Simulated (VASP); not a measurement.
## Co: single point with PBE

Co:

```
CELL_PARAMETERS angstrom
2.49352 0.00000 0.00000
-1.24676 2.15945 0.00000
0.00000 0.00000 4.02778
ATOMIC_POSITIONS crystal
Co 0.33333 0.66667 0.25000
Co 0.66667 0.33333 0.75000
```

```yaml
Program: VASP 6.6.1
Task: single point
Functional: PBE
Potentials_or_basis: VASP PAW PBE potentials, release 64 (Co)
Cutoff: 520 eV
k_mesh: 4 × 4 × 2
Occupations: fermi-dirac, width 0.05 eV
Spin: collinear spin, ferromagnetic start
Starting_moments: "[1.69, 1.69] μB"
Dipole_correction: no
Further_INCAR_settings: ALGO = Normal; EDIFF = 1e-06; NBANDS = 20
```

```
Pressure                                              : 1.2 GPa
Net moment                                            : 3.37 μB per cell
Site moments                                          : Co +1.69 μB
Valence electrons inside the program's atomic spheres : Co 8.28
```

Stress tensor (GPa, compression positive):
```
-0.33  0.00  0.00
 0.00 -0.33  0.00
 0.00  0.00  4.12
```

Levels at points of the mesh, in eV from the Fermi level:
Spin up:
```
           k point  band 6  band 7  band 8  band 9  band 10  band 11  band 12  band 13  band 14  band 15
(0.00, 0.00, 0.00)   -2.26   -2.26   -1.86   -1.86    -0.75    -0.75    -0.11     6.35    21.90    24.50
(0.50, 0.00, 0.00)   -2.45   -2.19   -0.68   -0.53    -0.52     1.29     3.30     9.68    10.31    12.74
(0.00, 0.00, 0.50)   -2.64   -2.64   -2.64   -1.07    -1.07    -1.07    -1.07    15.02    15.02    22.63
(0.50, 0.00, 0.50)   -1.73   -1.06   -1.06   -0.59    -0.59     1.57     1.57     7.26     7.26    18.31
```
Spin down:
| k point | band 5 | band 6 | band 7 | band 8 | band 9 | band 10 |
| --- | --- | --- | --- | --- | --- | --- |
| (0.00, 0.00, 0.00) | -0.82 | -0.54 | -0.54 | -0.10 | -0.10 | -0.08 |
| (0.50, 0.00, 0.00) | -1.05 | -0.96 | -0.48 | 1.24 | 1.39 | 1.40 |
| (0.00, 0.00, 0.50) | -0.97 | -0.97 | -0.97 | -0.97 | 0.78 | 0.78 |
| (0.50, 0.00, 0.50) | 0.01 | 0.01 | 0.35 | 0.35 | 1.34 | 1.34 |

Run time: 5.7 s on 1 thread of Intel(R) Xeon(R) 6975P-C (Granite Rapids), with other jobs on the host, peak memory 0.13 GiB.

Caveat: the k points lie up to 0.78 Å⁻¹ apart.
